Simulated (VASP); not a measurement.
# AlN (F-43m) in VASP: a series of runs

AlN is run at these levels: LDA; tasks: vibrations by perturbation theory.

Everything below comes from runs of VASP 6.6.1. Logs are shortened: lines on timing, memory, paths and dates and some standing lists are left out, and cuts for length are marked.

## 1. The cell of the first run

Symmetry: F-43m, No. 216, cubic system. The conventional cell has a = 4.101 Å, b = 4.101 Å, c = 4.101 Å, α = 90.00°, β = 90.00°, γ = 90.00°. Within 2.4 Å of Al (site symmetry -43m) lie 4 N at 1.78 Å. N (site symmetry -43m) has 4 Al at 1.78 Å within 2.4 Å.

## 2. Vibrations by perturbation theory, LDA

File INCAR:

```
PREC = Accurate ; ENCUT = 520
EDIFF = 1E-8 ; ISMEAR = 0
SIGMA = 0.01 ; LREAL = F
LASPH = T ; NELM = 60
ALGO = Normal ; ISIF = 2
LWAVE = F ; LCHARG = F
NBANDS = 11 ; IBRION = 8
NSW = 1 ; LEPSILON = T
```

File KPOINTS:

```
Automatic mesh
0
Gamma
  10 10 10
```

File POSCAR:

```
AlN
1.0
    0.0000000000      2.0505572863      2.0505572863
    2.0505572863      0.0000000000      2.0505572863
    2.0505572863      2.0505572863      0.0000000000
Al N
1 1
Direct
    0.0000000000      0.0000000000      0.0000000000
    0.7500000000      0.7500000000      0.7500000000
```

Potentials or basis: VASP PAW LDA potentials, release 64 (Al, N).

Command:

```sh
> cat potpaw_LDA.64/Al/POTCAR potpaw_LDA.64/N/POTCAR > POTCAR
> mpirun -np 1 vasp_std > vasp.out
```

OUTCAR:

```text
PREC = Accurate
   ENCUT = 520
   EDIFF = 1E-8
   ISMEAR = 0
   LREAL = F
   LASPH = T
   NELM = 60
   ISIF = 2
   IBRION = 8
   NSW = 1
   LEPSILON = T

 ion  position               nearest neighbor table
   1  0.000  0.000  0.000-   2 1.78   2 1.78   2 1.78   2 1.78
   2  0.750  0.750  0.750-   1 1.78   1 1.78   1 1.78   1 1.78

  LATTYP: Found a face centered cubic cell.
 ALAT       =     4.1011145726

  Lattice vectors:

 A1 = (   0.0000000000,   2.0505572863,   2.0505572863)
 A2 = (   2.0505572863,   0.0000000000,   2.0505572863)
 A3 = (   2.0505572863,   2.0505572863,   0.0000000000)

Analysis of symmetry for initial positions (statically):
=====================================================================
 Subroutine PRICEL returns:
 Original cell was already a primitive cell.

 Routine SETGRP: Setting up the symmetry group for a
 face centered cubic supercell.

 Subroutine GETGRP returns: Found 24 space group operations
 (whereof 24 operations were pure point group operations)
 out of a pool of 48 trial point group operations.

The static configuration has the point symmetry T_d .

Analysis of symmetry for dynamics (positions and initial velocities):
=====================================================================
 Subroutine PRICEL returns:
 Original cell was already a primitive cell.

 Routine SETGRP: Setting up the symmetry group for a
 face centered cubic supercell.

 Subroutine GETGRP returns: Found 24 space group operations
 (whereof 24 operations were pure point group operations)
 out of a pool of 48 trial point group operations.

The dynamic configuration has the point symmetry T_d .

 Subroutine INISYM returns: Found 24 space group operations
 (whereof 24 operations are pure point group operations),
 and found     1 'primitive' translations

----------------------------------------------------------------------------------------

                                     Primitive cell

  volume of cell :      17.2443

  direct lattice vectors                    reciprocal lattice vectors
     0.000000000  2.050557286  2.050557286    -0.243836153  0.243836153  0.243836153
     2.050557286  0.000000000  2.050557286     0.243836153 -0.243836153  0.243836153
     2.050557286  2.050557286  0.000000000     0.243836153  0.243836153 -0.243836153

  length of vectors
     2.899925925  2.899925925  2.899925925     0.422336606  0.422336606  0.422336606

  position of ions in fractional coordinates (direct lattice)
     0.000000000  0.000000000  0.000000000
     0.750000000  0.750000000  0.750000000

  ion indices of the primitive-cell ions
   primitive index   ion index
                 1           1
                 2           2

----------------------------------------------------------------------------------------

 KPOINTS: Automatic mesh

Automatic generation of k-mesh.
 Grid dimensions read from file:
 generate k-points for:   10   10   10

 Generating k-lattice:

  Cartesian coordinates                     Fractional coordinates (reciprocal lattice)
    -0.024383615  0.024383615  0.024383615     0.100000000  0.000000000  0.000000000
     0.024383615 -0.024383615  0.024383615     0.000000000  0.100000000  0.000000000
     0.024383615  0.024383615 -0.024383615     0.000000000  0.000000000  0.100000000
[... 484 lines left out ...]
  ---------------------------------------------------
  free energy    TOTEN  =        -0.16929822 eV

  energy without entropy =       -0.16929822

------------------------ aborting loop because EDIFF is reached ----------------------------------------

--------------------------------------- Ionic step        2  -------------------------------------------

------------------------ aborting loop because EDIFF is reached ----------------------------------------

--------------------------------------- Ionic step        3  -------------------------------------------

------------------------ aborting loop because EDIFF is reached ----------------------------------------

 PIEZOELECTRIC TENSOR FIELD DIRECTION 3  (e Angst)
 -----------------------------------------------------------------------------
    -0.00047  0.56868  0.00000           ( -0.00000  0.00063  0.00000)
     0.56868 -0.00047  0.00000           (  0.00063 -0.00000  0.00000)
     0.00000  0.00000  0.00047           (  0.00000  0.00000 -0.00000)

 PIEZOELECTRIC TENSOR FIELD DIRECTION 3  (C/m^2)
 -----------------------------------------------------------------------------
    -0.00044  0.52836  0.00000
     0.52836 -0.00044  0.00000
     0.00000  0.00000  0.00044

--------------------------------------- Ionic step        4  -------------------------------------------

------------------------ aborting loop because EDIFF is reached ----------------------------------------

[... ionic steps 5 to 6 ...]

--------------------------------------- Ionic step        7  -------------------------------------------

 Free energy of the ion-electron system (eV)
  ---------------------------------------------------
  ---------------------------------------------------
  free energy    TOTEN  =        -0.23933282 eV

  energy without entropy =       -0.23933282

------------------------ aborting loop because EDIFF is reached ----------------------------------------

 INTERNAL STRAIN TENSOR  FOR ION    2  DIRECTION 1   (eV/Angst):
 -----------------------------------------------------------------------------
     0.00078  0.00000  0.00000
     0.00000 -0.00007 21.21619
     0.00000 21.21619 -0.00007

 MACROSCOPIC STATIC DIELECTRIC TENSOR (including local field effects in DFT)
 ------------------------------------------------------
           4.338807    -0.000000     0.000000
          -0.000000     4.338807    -0.000000
           0.000000     0.000000     4.338807
 ------------------------------------------------------

 PIEZOELECTRIC TENSOR (including local field effects)  for field in x, y, z        (e  Angst)
          XX          YY          ZZ          XY          YZ          ZX
  --------------------------------------------------------------------------------
  x    -0.00000    -0.00000    -0.00000     0.00000     0.56897     0.00000
  y    -0.00000    -0.00000     0.00000     0.00000     0.00000     0.56897
  z    -0.00000    -0.00000    -0.00000     0.56897     0.00000     0.00000

 PIEZOELECTRIC TENSOR (including local field effects)  for field in x, y, z        (C/m^2)
          XX          YY          ZZ          XY          YZ          ZX
  --------------------------------------------------------------------------------
  x    -0.00000    -0.00000    -0.00000     0.00000     0.52864     0.00000
  y    -0.00000    -0.00000     0.00000     0.00000     0.00000     0.52864
  z    -0.00000    -0.00000    -0.00000     0.52864     0.00000     0.00000

 BORN EFFECTIVE CHARGES (including local field effects) (in |e|, cummulative output)
 ---------------------------------------------------------------------------------
 ion    1
    1     2.50791     0.00000    -0.00000
    2    -0.00000     2.50791     0.00000
    3     0.00000     0.00000     2.50791
 ion    2
    1    -2.50791    -0.00000     0.00000
    2     0.00000    -2.50791    -0.00000
    3    -0.00000    -0.00000    -2.50791

 INTERNAL STRAIN TENSOR FOR ION    2 for displacements in x,y,z  (eV/Angst):
          X           Y           Z          XY          YZ          ZX
  --------------------------------------------------------------------------------
  x     0.00000     0.00000     0.00000     0.00000    21.21619     0.00000
  y     0.00000     0.00000     0.00000     0.00000     0.00000    21.21619
  z     0.00000     0.00000     0.00000    21.21619     0.00000     0.00000

 SECOND DERIVATIVES (NOT SYMMETRIZED)
 ------------------------------------
               1X          1Y          1Z          2X          2Y          2Z
  1X   -24.448112    0.000000    0.000000   24.448112    0.000000    0.000000
  1Y     0.000000  -24.448112    0.000000    0.000000   24.448112    0.000000
  1Z     0.000000    0.000000  -24.448112    0.000000    0.000000   24.448112
  2X    24.455743    0.000000    0.000000  -24.455743    0.000000    0.000000
  2Y     0.000000   24.455743    0.000000    0.000000  -24.455743    0.000000
  2Z     0.000000    0.000000   24.455743    0.000000    0.000000  -24.455743

 Eigenvectors and eigenvalues of the dynamical matrix
 ----------------------------------------------------

   1 f  =   25.462793 THz   159.987446 2PiTHz  849.347345 cm-1   105.305602 meV
             X         Y         Z           dx          dy          dz
      0.000000  0.000000  0.000000     0.000000    0.584438    0.000000
      3.075836  3.075836  3.075836     0.000000   -0.811438    0.000000
[... 21 lines left out ...]
   6 f/i=    0.001884 THz     0.011839 2PiTHz    0.062852 cm-1     0.007793 meV
             X         Y         Z           dx          dy          dz
      0.000000  0.000000  0.000000     0.000000    0.000000    0.811438
      3.075836  3.075836  3.075836     0.000000    0.000000    0.584438

--------------------------------------------------------------------------------------------------------

 MACROSCOPIC STATIC DIELECTRIC TENSOR IONIC CONTRIBUTION
 ------------------------------------------------------
           2.699172    -0.000000     0.000000
          -0.000000     2.699172    -0.000000
           0.000000    -0.000000     2.699172
 ------------------------------------------------------

 ELASTIC MODULI CONTR FROM IONIC RELAXATION (kBar)
 Direction    XX          YY          ZZ          XY          YZ          ZX
 --------------------------------------------------------------------------------
 XX          -0.0000     -0.0000     -0.0000     -0.0000      0.0000      0.0000
 YY          -0.0000     -0.0000     -0.0000     -0.0000     -0.0000      0.0000
 ZZ          -0.0000     -0.0000     -0.0000     -0.0000     -0.0000      0.0000
 XY          -0.0000     -0.0000     -0.0000  -1652.5258      0.0000      0.0000
 YZ           0.0000     -0.0000     -0.0000      0.0000  -1652.5258      0.0000
 ZX           0.0000      0.0000      0.0000      0.0000      0.0000  -1652.5258
 --------------------------------------------------------------------------------

 PIEZOELECTRIC TENSOR IONIC CONTR  for field in x, y, z        (C/m^2)
          XX          YY          ZZ          XY          YZ          ZX
  --------------------------------------------------------------------------------
  x     0.00000    -0.00000    -0.00000     0.00000    -1.98729    -0.00000
  y     0.00000     0.00000     0.00000     0.00000     0.00000    -1.98729
  z    -0.00000    -0.00000    -0.00000    -1.98729    -0.00000     0.00000
```

Run time: 9.5 min. Hardware: 1 thread of AMD EPYC 7R13, shared host; peak memory 0.17 GiB.

Results:

```yaml
Electronic_dielectric_tensor_diagonal: 4.34
Born_charges_mean_of_the_diagonal: Al +2.51; N -2.51 e
Highest_phonon_frequency_at_Γ_LO-TO_splitting_left_out: 849 cm⁻¹
```

Phonon frequencies in cm⁻¹ (negative: imaginary):
```tsv
q point	frequencies
(0.000, 0.000, 0.000)	0 0 0 849 849 849
```

Electronic dielectric tensor:
```
4.34 0.00 0.00
0.00 4.34 0.00
0.00 0.00 4.34
```

Born effective charge tensors (e):
atom 1, Al
```
2.51 0.00 0.00
0.00 2.51 0.00
0.00 0.00 2.51
```
atom 2, N
```
-2.51  0.00  0.00
 0.00 -2.51  0.00
 0.00  0.00 -2.51
```

Caveat: the cell wasn't relaxed at this level first, which shifts response properties.

## 3. Vibrations by perturbation theory, LDA

This run uses another cell than the first one, of 10.05 Å³/atom, 1.165 times its volume.

File INCAR:

```
PREC = Accurate ; ENCUT = 520
EDIFF = 1E-8 ; ISMEAR = 0
SIGMA = 0.01 ; LREAL = False
LASPH = True ; NELM = 60
ALGO = Normal ; ISIF = 2
LWAVE = False ; LCHARG = True
IBRION = 8 ; NSW = 1
LEPSILON = True
```

File KPOINTS:

```
regular mesh
0
Gamma
  10 10 10
```

File POSCAR:

```
AlN
1.0
    0.0000000000      2.1578935092      2.1578935092
    2.1578935092      0.0000000000      2.1578935092
    2.1578935092      2.1578935092      0.0000000000
Al N
1 1
Direct
    0.0000000000      0.0000000000      0.0000000000
    0.7500000000      0.7500000000      0.7500000000
```

Potentials or basis: VASP PAW LDA potentials, release 64 (Al, N).

Command:

```sh
> cat potpaw_LDA.64/Al/POTCAR potpaw_LDA.64/N/POTCAR > POTCAR
> mpirun -np 1 vasp_std > vasp.out
```

OUTCAR:

```text
PREC = Accurate
   ENCUT = 520
   EDIFF = 1E-8
   ISMEAR = 0
   LREAL = False
   LASPH = True
   NELM = 60
   ISIF = 2
   IBRION = 8
   NSW = 1
   LEPSILON = True

 ion  position               nearest neighbor table
   1  0.000  0.000  0.000-   2 1.87   2 1.87   2 1.87   2 1.87
   2  0.750  0.750  0.750-   1 1.87   1 1.87   1 1.87   1 1.87

  LATTYP: Found a face centered cubic cell.
 ALAT       =     4.3157870184

  Lattice vectors:

 A1 = (   0.0000000000,   2.1578935092,   2.1578935092)
 A2 = (   2.1578935092,   0.0000000000,   2.1578935092)
 A3 = (   2.1578935092,   2.1578935092,   0.0000000000)

Analysis of symmetry for initial positions (statically):
=====================================================================
 Subroutine PRICEL returns:
 Original cell was already a primitive cell.

[... 562 lines left out ...]
  z    -0.00000    -0.00000    -0.00000    10.71195     0.00000     0.00000

 SECOND DERIVATIVES (NOT SYMMETRIZED)
 ------------------------------------
               1X          1Y          1Z          2X          2Y          2Z
  1X   -16.063458    0.000000    0.000000   16.063458    0.000000    0.000000
  1Y     0.000000  -16.063458    0.000000    0.000000   16.063458    0.000000
  1Z     0.000000    0.000000  -16.063458    0.000000    0.000000   16.063458
  2X    16.057522    0.000000    0.000000  -16.057522    0.000000    0.000000
  2Y     0.000000   16.057522    0.000000    0.000000  -16.057522    0.000000
  2Z     0.000000    0.000000   16.057522    0.000000    0.000000  -16.057522

 Eigenvectors and eigenvalues of the dynamical matrix
 ----------------------------------------------------

   1 f  =   20.635046 THz   129.653817 2PiTHz  688.311040 cm-1    85.339654 meV
             X         Y         Z           dx          dy          dz
      0.000000  0.000000  0.000000    -0.584569    0.000000    0.000000
      3.236840  3.236840  3.236840     0.811344    0.000000    0.000000
[... 21 lines left out ...]
   6 f/i=    0.001809 THz     0.011365 2PiTHz    0.060335 cm-1     0.007481 meV
             X         Y         Z           dx          dy          dz
      0.000000  0.000000  0.000000     0.000000   -0.809678    0.051973
      3.236840  3.236840  3.236840     0.000000   -0.583368    0.037446

--------------------------------------------------------------------------------------------------------

 MACROSCOPIC STATIC DIELECTRIC TENSOR IONIC CONTRIBUTION
 ------------------------------------------------------
           3.581706     0.000000     0.000000
           0.000000     3.581706     0.000000
           0.000000     0.000000     3.581706
 ------------------------------------------------------

 ELASTIC MODULI CONTR FROM IONIC RELAXATION (kBar)
 Direction    XX          YY          ZZ          XY          YZ          ZX
 --------------------------------------------------------------------------------
 XX          -0.0000      0.0000      0.0000      0.0000     -0.0000     -0.0000
 YY           0.0000     -0.0000      0.0000      0.0000      0.0000      0.0000
 ZZ           0.0000      0.0000     -0.0000     -0.0000      0.0000     -0.0000
 XY           0.0000      0.0000     -0.0000   -538.4150      0.0000      0.0000
 YZ          -0.0000      0.0000      0.0000      0.0000   -538.4150      0.0000
 ZX          -0.0000      0.0000     -0.0000      0.0000      0.0000   -538.4150
 --------------------------------------------------------------------------------

 PIEZOELECTRIC TENSOR IONIC CONTR  for field in x, y, z        (C/m^2)
          XX          YY          ZZ          XY          YZ          ZX
  --------------------------------------------------------------------------------
  x    -0.00000     0.00000     0.00000     0.00000    -1.30670     0.00000
  y    -0.00000     0.00000    -0.00000     0.00000     0.00000    -1.30670
  z     0.00000     0.00000    -0.00000    -1.30670     0.00000     0.00000
```

stdout:

```text
POSCAR found type information on POSCAR AlN
 POSCAR found :  2 types and       2 ions
 scaLAPACK will be used
 LDA part: xc-table for (Slater(with rela. corr.)+CA(PZ))
 , standard interpolation
 POSCAR, INCAR and KPOINTS ok, starting setup
 FFT: planning ... GRIDC
 FFT: planning ... GRID_SOFT
 FFT: planning ... GRID
[... 24 lines left out ...]
 Linear response to external field, progress :
  Direction:   3
 dielectric tensor                  component  3 :     0.424     0.633     4.512
 Linear response DOF=           2
 Linear response progress:
 first order change of Fermi-energy  -0.68530E-02
 force on displaced ion       1 direction 1 : -16.063  -0.000  -0.000
 Born effective charge ion    1 direction 1 :   2.527   0.000   0.000
 Linear response progress:
 first order change of Fermi-energy   0.71688E-02
 force on displaced ion       2 direction 1 : -16.058  -0.000  -0.000
 Born effective charge ion    2 direction 1 :  -2.527   0.000   0.000
 Born effective charges drift removed
 Linear response finished
```

Wall time 5.4 min (1 thread of AMD EPYC 7R43 (Zen 3), shared host); peak memory 0.14 GiB.

What came out:

- Electronic dielectric tensor (diagonal): 4.51
- Born charges (mean of the diagonal): Al +2.53; N -2.53 e
- Highest phonon frequency at Γ, LO-TO splitting left out: 688 cm⁻¹

Phonon frequencies in cm⁻¹ (negative: imaginary):
| q point | frequencies |
| --- | --- |
| (0.000, 0.000, 0.000) | 0 0 0 688 688 688 |

Electronic dielectric tensor:
```
4.51 0.00 0.00
0.00 4.51 0.00
0.00 0.00 4.51
```

Born effective charge tensors (e):
atom 1, Al
```
2.53 0.00 0.00
0.00 2.53 0.00
0.00 0.00 2.53
```
atom 2, N
```
-2.53  0.00  0.00
 0.00 -2.53  0.00
 0.00  0.00 -2.53
```

Caveat: the cell wasn't relaxed at this level first, which shifts response properties.
